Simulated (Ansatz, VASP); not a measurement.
# Two plane-wave programs on SnO

```
CELL_PARAMETERS angstrom
3.34567 0.00000 0.00000
0.00000 5.71185 0.00000
0.00000 0.00000 3.92137
ATOMIC_POSITIONS crystal
Sn 0.00000 0.23474 0.52694
Sn 0.50000 0.76526 0.02694
O 0.00000 0.88336 0.72306
O 0.50000 0.11664 0.22306
```

Alike in both runs: task single point; functional r2SCAN; k mesh 8 × 6 × 6; occupations gaussian, width 0.02 eV; no spin polarisation.

```csv
,VASP,Ansatz
version,VASP 6.6.1,Ansatz 0.2.0
potentials or method,"VASP PAW PBE potentials, release 64 (Sn_d, O), cutoff 520 eV","scalar-relativistic, plane waves, PAW"
valence electrons in the cell,40,40
```

Ansatz gave:

```
gap on the k mesh at the Fermi level (eV)                     : 1.63
least direct gap on the mesh (eV)                             : 2.24
pressure (GPa)                                                : -1.7
traceless stress, the component that is largest in VASP (GPa) : -0.74
rms of the force components (eV/Å)                            : 0.250
```

**Question.** Which values does VASP return?

**Answer.** gap on the k mesh at the Fermi level (eV): 1.62; least direct gap on the mesh (eV): 2.22; pressure (GPa): -1.2; traceless stress, the component that is largest in VASP (GPa): -0.65; rms of the force components (eV/Å): 0.197.

VASP's potentials were made for PBE, not for r2SCAN. Atom by atom the forces differ by 0.056 eV/Å (rms over components).
